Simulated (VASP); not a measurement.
Here is a VASP 6.6.1 calculation.

File INCAR:

```
ALGO = Fast
EDIFF = 1E-7
ENCUT = 520
GGA = PE
ISIF = 2
ISMEAR = 0
LASPH = T
LCHARG = F
LREAL = F
LWAVE = F
NBANDS = 22
NELM = 80
PREC = Accurate
SIGMA = 0.1
```

The input KPOINTS:

```
k-points
0
Gamma
  18 18 6
```

The input POSCAR:

```
ZnSb2O
1.0
    3.2584286245      0.0000000000      0.0000000000
   -1.6292143122      2.8218819653      0.0000000000
    0.0000000000      0.0000000000      9.8928549370
Zn Sb O
1 2 1
Direct
    0.0000000000      0.0000000000      0.5000000000
    0.0000000000      0.0000000000      0.2007616949
    0.0000000000      0.0000000000      0.7992383051
    0.0000000000      0.0000000000      0.0000000000
```

Potentials or basis: VASP PAW PBE potentials, release 64 (Zn, Sb, O).

Command:

```bash
$ cat potpaw_PBE.64/Zn/POTCAR potpaw_PBE.64/Sb/POTCAR potpaw_PBE.64/O/POTCAR > POTCAR
$ mpirun -np 1 vasp_std > vasp.out
```

(1) Predict the largest force.

(2) What does it give for the band gap on the k mesh?

Results:

(1) 0.025 eV/Å.

(2) zero (bands 14 and 15 overlap by 4.65 eV).

Caveat: spin-orbit coupling is left out, which moves the levels of the heavy elements.
